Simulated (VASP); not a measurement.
Crystal: Al2BN3.

```xyz
12
Lattice="3.1899 0.0000 0.0000 -1.5949 2.7625 0.0000 0.0000 0.0000 15.8449" Properties=species:S:1:pos:R:3 pbc="T T T"
Al    1.5949    0.9208   10.5632
Al    0.0000    1.8417    2.6408
Al    0.0000    1.8417    7.9224
Al    0.0000    1.8417   13.2041
B     1.5949    0.9208    0.0000
B     1.5949    0.9208    5.2816
N     1.5949    0.9208    1.9806
N     1.5949    0.9208    7.2622
N     1.5949    0.9208   12.5439
N     0.0000    1.8417    4.6214
N     0.0000    1.8417    9.9030
N     0.0000    1.8417   15.1847
```

| Quantity | Value |
| --- | --- |
| Program | VASP 6.6.1 |
| Task | relaxation of cell and atoms |
| Functional | PBE |
| Potentials or basis | VASP PAW PBE potentials, release 64 (Al, B, N) |
| Cutoff | 600 eV |
| k mesh | 6 × 6 × 1 |
| Occupations | gaussian, width 0.1 eV |
| Spin | no spin polarisation |

At the start: pressure -31.6 GPa; volume 11.64 Å³/atom.

Question: How do energy, volume and symmetry change on relaxing?

Answer: Over 16 steps the energy falls by 430.8 meV/atom and the volume is 9.14 Å³/atom (-21.4 %); space group P3m1 (No. 156, to 0.1 Å) before and after.

Step by step:
```
step  energy change (eV)  largest force (eV/Å)  pressure (GPa)  volume (Å³)
   1              0.0000                2.1001          -31.56       139.62
   2             -3.2806                3.1610           32.61        98.23
   3             -4.1190                2.9368            3.77       108.72
   4             -4.7881                1.7026            6.47       107.05
   5             -4.8278                1.5566            5.39       107.35
   6             -5.0167                0.8217           -2.75       111.39
   7             -5.0193                0.8377           -1.99       110.96
   8             -5.0982                0.5380           -1.44       110.50
   9             -5.1024                0.5861           -1.23       110.36
  10             -5.1513                0.5043            1.57       108.97
  11             -5.1513                0.5061            1.67       108.92
  12             -5.1646                0.3790            0.00       109.64
  13             -5.1677                0.1998            0.49       109.42
  14             -5.1694                0.0917           -0.46       109.91
  15             -5.1699                0.0509           -0.14       109.74
  16             -5.1702                0.0385            0.04       109.68
```

Final structure:
```
CELL_PARAMETERS angstrom
2.96551 0.00000 0.00000
-1.48275 2.56821 0.00000
0.00000 0.00000 14.40100
ATOMIC_POSITIONS crystal
Al 0.66667 0.33333 0.66498
Al 0.33333 0.66667 0.16485
Al 0.33333 0.66667 0.48603
Al 0.33333 0.66667 0.84367
B 0.66667 0.33333 0.01290
B 0.66667 0.33333 0.33407
N 0.66667 0.33333 0.11852
N 0.66667 0.33333 0.43960
N 0.66667 0.33333 0.79554
N 0.33333 0.66667 0.29720
N 0.33333 0.66667 0.61660
N 0.33333 0.66667 0.97604
```

Caveat: the volume moved by over 15 % at a fixed basis, so the end points are rough.
